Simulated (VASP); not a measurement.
## Ta3AsAu2O13: single point with PBE

The system is Ta3AsAu2O13.

```
CELL_PARAMETERS angstrom
5.31136 3.06651 4.19725
-5.31136 3.06651 4.19725
0.00000 -6.13303 4.19725
ATOMIC_POSITIONS crystal
Ta 0.23108 0.57229 0.23108
Ta 0.23108 0.23108 0.57229
Ta 0.57229 0.23108 0.23108
As 0.55878 0.55878 0.55878
Au 0.96559 0.96559 0.96559
Au 0.75105 0.75105 0.75105
O 0.40884 0.66762 0.40884
O 0.40884 0.40884 0.66762
O 0.66762 0.40884 0.40884
O 0.49726 0.01313 0.36024
O 0.36024 0.49726 0.01313
O 0.01313 0.36024 0.49726
O 0.36024 0.01313 0.49726
O 0.01313 0.49726 0.36024
O 0.49726 0.36024 0.01313
O 0.10963 0.74806 0.10963
O 0.10963 0.10963 0.74806
O 0.74806 0.10963 0.10963
O 0.30840 0.30840 0.30840
```

This cell differs from its parent crystal: volume scaled by 1.04.

```json
{
 "Program": "VASP 6.6.1",
 "Task": "single point",
 "Functional": "PBE",
 "Potentials or basis": "VASP PAW PBE potentials, release 64 (Ta_pv, As, Au, O)",
 "Cutoff": "520 eV",
 "k mesh": "3 × 3 × 3",
 "Occupations": "fermi-dirac, width 0.05 eV",
 "Spin": "no spin polarisation"
}
```

```json
{
 "Pressure": "-3.2 GPa",
 "Largest force": "0.574 eV/Å",
 "Band gap on the k mesh": "0.98 eV, indirect (least direct gap 1.01 eV)"
}
```

Forces on the atoms (eV/Å):
```
Ta   0.004 -0.002 -0.014
Ta   0.000  0.004 -0.014
Ta  -0.004 -0.002 -0.014
As   0.000  0.000 -0.390
Au   0.000  0.000 -0.093
Au   0.000  0.000 -0.067
O    0.100 -0.058 -0.329
O    0.000  0.115 -0.329
O   -0.100 -0.058 -0.329
O   -0.317  0.217  0.172
O   -0.030 -0.383  0.172
O    0.347  0.166  0.172
O   -0.347  0.166  0.172
O    0.317  0.217  0.172
O    0.030 -0.383  0.172
O    0.490 -0.283  0.094
O    0.000  0.566  0.094
O   -0.490 -0.283  0.094
O    0.000  0.000  0.267
```

Stress tensor (GPa, compression positive):
```
-3.62  0.00  0.00
 0.00 -3.62  0.00
 0.00  0.00 -2.49
```

Levels at points of the mesh, in eV from the valence-band top:
| k point | band 67 | band 68 | band 69 | band 70 | band 71 | band 72 |
| --- | --- | --- | --- | --- | --- | --- |
| (0.00, 0.00, 0.00) | -0.16 | -0.16 | -0.05 | 0.98 | 2.87 | 2.87 |

Wall time 7.6 min on 1 thread of Oxide Virtual Turin-like Processor, with other jobs on the host, peak memory 0.46 GiB.

Caveat: spin-orbit coupling is left out, which moves the levels of the heavy elements. A k mesh can miss the band edges.
